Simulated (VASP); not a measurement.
# CdTe (I-4m2) in VASP: a series of runs, part 2 of 2

VASP 6.6.1. Earlier steps stand in the parts before.

### Step 3. Single point, PBE

This run uses another cell than the first one, of the same volume but with other edges.

Input file INCAR:

```
SYSTEM = CdTe
PREC     = Accurate       ! precision mode
ENCUT    = 520            ! plane-wave cutoff, eV
EDIFF    = 1E-6           ! SCF threshold, eV
ISMEAR   = 0              ! smearing method
SIGMA    = 0.05           ! smearing width, eV
LREAL    = .FALSE.        ! projectors in reciprocal space
LASPH    = .TRUE.         ! aspherical terms in the spheres
NELM     = 100            ! most SCF steps
ALGO     = Normal         ! electronic algorithm
ISIF     = 2              ! what is computed and relaxed
LWAVE    = .FALSE.        ! write WAVECAR
LCHARG   = .TRUE.         ! write CHGCAR
GGA      = PE             ! functional
LELF     = .TRUE.         ! ELF
LVHAR    = .TRUE.       
NBANDS   = 16             ! bands
```

Input file KPOINTS:

```
regular mesh
0
G
  10 10 10
  0 0 0
```

Input file POSCAR:

```
CdTe
1.0
    0.0000000000      2.9478531247      4.1682643183
    2.9478531247      0.0000000000      4.1682643183
    2.9478531247      2.9478531247      0.0000000000
Cd Te
1 1
Direct
    0.0000000000      0.0000000000      0.0000000000
    0.7500000000      0.7500000000      0.7500000000
```

Potentials or basis: VASP PAW PBE potentials, release 64 (Cd, Te).

Started as:

```bash
> cat potpaw_PBE.64/Cd/POTCAR potpaw_PBE.64/Te/POTCAR > POTCAR
> mpirun -np 1 vasp_std > vasp.out
```

Wall time 2.7 min (1 thread of Intel Xeon 8259CL, shared host); peak memory 0.3 GiB.

It converged, with:

```yaml
Free_energy: -4.3797 eV
Pressure: -1.0 GPa
Band_gap_on_the_k_mesh: zero (bands 9 and 10 overlap by 0.03 eV)
```

Stress tensor (GPa, compression positive):
```
 2.21  0.00  0.00
 0.00  2.21  0.00
 0.00  0.00 -7.32
```

Levels at points of the mesh, in eV from the Fermi level:
```
           k point  band 7  band 8  band 9  band 10  band 11  band 12
(0.00, 0.00, 0.00)   -1.79   -0.76   -0.07    -0.07     4.52     4.52
(0.50, 0.00, 0.00)   -4.46   -2.07   -0.22     0.34     4.80     5.81
(0.50, 0.50, 0.00)   -5.37   -1.04   -1.04     3.24     3.53     6.11
(0.50, 0.00, 0.50)   -3.84   -2.59   -2.20     1.30     1.80     5.85
```

Caveat: the stress differs along the axes, from -7 to 2 GPa; semilocal functionals underestimate gaps, and a narrow one can read as zero; spin-orbit coupling is left out, which moves the levels of the heavy elements.

### Step 4. Single point, PBE

This run uses another cell than the first one, of the same volume but with other edges.

Input file INCAR:

```
PREC = Accurate
ENCUT = 520
EDIFF = 1E-6
ISMEAR = 0
SIGMA = 0.05
LREAL = False
LASPH = True
NELM = 100
ALGO = Normal
ISIF = 2
LWAVE = False
LCHARG = False
GGA = PE
NBANDS = 16
```

Input file KPOINTS:

```
Automatic mesh
0
Gamma
  10 10 10
```

Input file POSCAR:

```
CdTe
1.0
    0.0000000000      3.4928719871      2.9689411890
    3.4928719871      0.0000000000      2.9689411890
    3.4928719871      3.4928719871      0.0000000000
Cd Te
1 1
Direct
    0.0000000000      0.0000000000      0.0000000000
    0.7500000000      0.7500000000      0.7500000000
```

Potentials or basis: VASP PAW PBE potentials, release 64 (Cd, Te).

Started as:

```bash
> cat potpaw_PBE.64/Cd/POTCAR potpaw_PBE.64/Te/POTCAR > POTCAR
> mpirun -np 1 vasp_std > vasp.out
```

OUTCAR:

```text
PREC = Accurate
   ENCUT = 520
   EDIFF = 1E-6
   ISMEAR = 0
   LREAL = False
   LASPH = True
   NELM = 100
   ISIF = 2
   GGA = PE

 ion  position               nearest neighbor table
   1  0.000  0.000  0.000-   2 2.88   2 2.88   2 2.88   2 2.88
   2  0.750  0.750  0.750-   1 2.88   1 2.88   1 2.88   1 2.88

  LATTYP: Found a body centered tetragonal cell.
 ALAT       =     4.9396669358
 C/A-ratio  =     1.2020815280

  Lattice vectors:

 A1 = (   0.0000000000,  -3.4928719871,  -2.9689411890)
 A2 = (   0.0000000000,   3.4928719871,  -2.9689411890)
 A3 = (   3.4928719871,   0.0000000000,   2.9689411890)

Analysis of symmetry for initial positions (statically):
=====================================================================
 Subroutine PRICEL returns:
 Original cell was already a primitive cell.

 Routine SETGRP: Setting up the symmetry group for a
 body centered tetragonal supercell.

 Subroutine GETGRP returns: Found  8 space group operations
 (whereof  8 operations were pure point group operations)
 out of a pool of 16 trial point group operations.

[... 156 lines left out ...]
  ---------------------------------------------------
  ext. energy  EPLUGINS =         0.00000000
  ---------------------------------------------------
  free energy    TOTEN  =        -4.75935987 eV

  energy without entropy =       -4.75935984  energy(sigma->0) =       -4.75935986

 E-fermi :   2.1512     XC(G=0):  -8.3368

 val. band max:        2.0150340895   @ k =   0.0000   0.0000   0.0000
 cond. band min:       2.2873312290   @ k =   0.0000   0.0000   0.0000
 fundamental gap:      0.2722971394
 Fermi energy:         2.1511858336

 k-point     1 :       0.0000    0.0000    0.0000
  band No.  band energies     occupation
      1      -9.0034      2.00000
      2      -6.2904      2.00000
      3      -6.2904      2.00000
      4      -6.2609      2.00000
      5      -6.0870      2.00000
      6      -6.0704      2.00000
[... 433 lines left out ...]
      3      -6.1932      2.00000
      4      -6.1633      2.00000
      5      -6.0505      2.00000
      6      -5.7415      2.00000
[... 8 lines left out ...]
     15      11.7887      0.00000
     16      13.5857      0.00000

 [... further k-points ...]
[... 5 lines left out ...]
  --------------------------------------------------------------------------------------
  -------------------------------------------------------------------------------------
  Total       -0.4091590     -0.4091590      0.4849444      0.0000000      0.0000000     -0.0000000
  in kB       -9.0491087     -9.0491087     10.7252042      0.0000000      0.0000000     -0.0000000
  external PRESSURE =      -2.4576711 kB  Pullay stress =       0.0000000 kB

 VOLUME and BASIS-vectors are now :
 -----------------------------------------------------------------------------
  energy-cutoff  :      520.00
  volume of cell :       72.44
      direct lattice vectors                 reciprocal lattice vectors
     0.000000000  3.492871987  2.968941189    -0.143148676  0.143148676  0.168410207
     3.492871987  0.000000000  2.968941189     0.143148676 -0.143148676  0.168410207
     3.492871987  3.492871987  0.000000000     0.143148676  0.143148676 -0.168410207

 POSITION                                       TOTAL-FORCE (eV/Angst)
 -----------------------------------------------------------------------------------
      0.00000      0.00000      0.00000         0.000000      0.000000     -0.000000
      5.23931      5.23931      4.45341        -0.000000     -0.000000      0.000000
 -----------------------------------------------------------------------------------
    total drift:                               -0.000000     -0.000000     -0.000000

  FREE ENERGIE OF THE ION-ELECTRON SYSTEM (eV)
  ---------------------------------------------------
  free  energy   TOTEN  =        -4.7593598749 eV

  energy  without entropy=       -4.7593598409  energy(sigma->0) =       -4.75935986
```

stdout:

```text
POSCAR found type information on POSCAR CdTe
 POSCAR found :  2 types and       2 ions
 scaLAPACK will be used
 LDA part: xc-table for (Slater+PW92), standard interpolation
 POSCAR, INCAR and KPOINTS ok, starting setup
 FFT: planning ... GRIDC
 FFT: planning ... GRID_SOFT
 FFT: planning ... GRID
 WAVECAR not read
 entering main loop
```

Wall time 2.7 min (1 thread of Intel Xeon 8259CL, shared host); peak memory 0.3 GiB.

Results:

| Item | Value |
| --- | --- |
| Free energy | -4.7594 eV |
| Pressure | -0.2 GPa |
| Band gap on the k mesh | 0.27 eV |

Caveat: semilocal functionals underestimate gaps, and a narrow one can read as zero; spin-orbit coupling is left out, which moves the levels of the heavy elements.

### Step 5. Summary

| cell | gap on the mesh (eV) | pressure (GPa) |
| --- | --- | --- |
| a = 4.549, b = 4.549, c = 5.252 Å, angles 54.7, 54.7, 70.5°, 2 atoms | 0.11 | -1.5 |
| a = 5.105, b = 5.105, c = 4.169 Å, angles 65.9, 65.9, 48.2°, 2 atoms | none | -1.0 |
| a = 4.584, b = 4.584, c = 4.940 Å, angles 57.4, 57.4, 65.2°, 2 atoms | 0.27 | -0.2 |

Alike in all rows: task single point; level PBE; potentials or basis VASP PAW PBE potentials, release 64 (Cd, Te); no spin polarisation; k mesh 10 × 10 × 10; cutoff (eV) 520; smearing gaussian 0.05 eV.

Caveats: semilocal functionals underestimate gaps, and a narrow one can read as zero; spin-orbit coupling is left out, which moves the levels of the heavy elements; the stress differs along the axes, from -7 to 2 GPa (at least some runs).

Total energies depend on the potentials used, so only differences within one code and one set of settings carry meaning.

The gap in the log of VASP goes by the Fermi energy; the results here count the filled bands.